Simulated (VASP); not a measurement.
# CuO: single point with PBE

Crystal: CuO.

```
Cu O
1.0
     3.46708    0.00000    0.00000
     0.00000    3.46708    0.00000
     0.00000    0.00000    4.31653
Cu O
2 2
Cartesian
  0.0000 1.7335 0.0000
  1.7335 0.0000 2.1583
  0.0000 0.0000 1.0791
  0.0000 0.0000 3.2374
```

| Item | Value |
| --- | --- |
| Program | VASP 6.6.1 |
| Task | single point |
| Functional | PBE |
| Potentials or basis | VASP PAW PBE potentials, release 64 (Cu, O) |
| Cutoff | 520 eV |
| k mesh | 8 × 8 × 6 |
| Occupations | fermi-dirac, width 0.05 eV |
| Spin | no spin polarisation |
| Dipole correction | no |
| Further INCAR settings | ALGO = Normal; EDIFF = 1e-07; NBANDS = 25 |

```json
{"Pressure": "-6.4 GPa", "Band gap on the k mesh": "zero (band 17 reaches 4.17 eV, above the bottom of band 18 at 2.44 eV)"}
```

Stress tensor (GPa, compression positive):
```
-17.14   0.00   0.00
  0.00 -17.14   0.00
  0.00   0.00  15.08
```

Levels at points of the mesh, in eV from the Fermi level:
```tsv
k point	band 13	band 14	band 15	band 16	band 17	band 18	band 19	band 20	band 21	band 22
(0.00, 0.00, 0.00)	-2.14	-2.11	-1.20	0.45	0.46	0.62	0.62	6.10	6.97	9.60
(0.50, 0.00, 0.00)	-2.20	-1.70	-1.64	-1.64	0.52	0.93	3.79	3.98	6.44	9.73
(0.50, 0.50, 0.00)	-2.11	-1.97	-1.76	-1.42	-1.42	1.03	1.28	7.63	7.63	8.81
(0.00, 0.00, 0.50)	-1.81	-1.81	-1.58	-1.58	-0.03	-0.03	2.23	2.23	9.62	9.62
(0.50, 0.00, 0.50)	-2.20	-2.04	-1.78	-1.69	-0.72	0.41	3.96	5.04	5.70	6.12
(0.50, 0.50, 0.50)	-1.69	-1.69	-1.50	-1.50	-1.13	-1.13	3.65	3.65	8.03	8.03
```

Wall time 100 s on 1 thread of Intel(R) Xeon(R) Platinum 8488C (Sapphire Rapids) (shared host), peak memory 0.2 GiB.

Caveat: semilocal functionals often make such compounds metallic where correlation or magnetic order opens a gap, which also shifts bond lengths. With open d or f shells a metallic result of PBE can be an artefact of self-interaction; +U or a hybrid may open a gap.
